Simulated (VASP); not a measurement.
Be2ZnSe3:

```
CELL_PARAMETERS angstrom
3.77277 0.00000 0.00000
-1.88639 3.26732 0.00000
0.00000 0.00000 9.24137
ATOMIC_POSITIONS crystal
Be 0.66667 0.33333 0.33333
Be 0.33333 0.66667 0.66667
Zn 0.00000 0.00000 0.00000
Se 0.66667 0.33333 0.08333
Se 0.33333 0.66667 0.41667
Se 0.00000 0.00000 0.75000
```

```yaml
Program: VASP 6.6.1
Task: relaxation of cell and atoms
Functional: PBE
Potentials_or_basis: VASP PAW PBE potentials, release 64 (Be, Zn, Se)
Cutoff: 600 eV
k_mesh: 6 × 6 × 2
Occupations: gaussian, width 0.1 eV
Spin: no spin polarisation
```

At the start: pressure 3.1 GPa; volume 18.99 Å³/atom.

Question: How do energy, volume and symmetry change on relaxing?

Answer: Over 9 steps the energy falls by 56.1 meV/atom and the volume is 19.45 Å³/atom (+2.5 %); space group P3m1 (No. 156, to 0.1 Å) before and after.

Step by step:
```csv
step,energy change (eV),largest force (eV/Å),pressure (GPa),volume (Å³)
1,0.0000,1.8668,3.05,113.92
2,-0.2380,0.7043,-1.44,119.99
3,-0.2410,0.5642,-1.88,120.78
4,-0.3024,0.4344,-0.46,117.77
5,-0.3128,0.5032,0.45,116.03
6,-0.3327,0.1661,0.25,116.14
7,-0.3363,0.0637,0.18,116.21
8,-0.3363,0.0643,0.19,116.22
9,-0.3368,0.0111,-0.12,116.72
```

Final structure:
```xyz
6
Lattice="3.7986 0.0000 0.0000 -1.8993 3.2897 0.0000 0.0000 0.0000 9.3406" Properties=species:S:1:pos:R:3 pbc="T T T"
Be    1.8993    1.0966    3.1945
Be    0.0000    2.1931    6.1415
Zn    3.7986    0.0000    9.3079
Se    1.8993    1.0966    0.9670
Se    0.0000    2.1931    3.8998
Se    0.0000    0.0000    6.8463
```
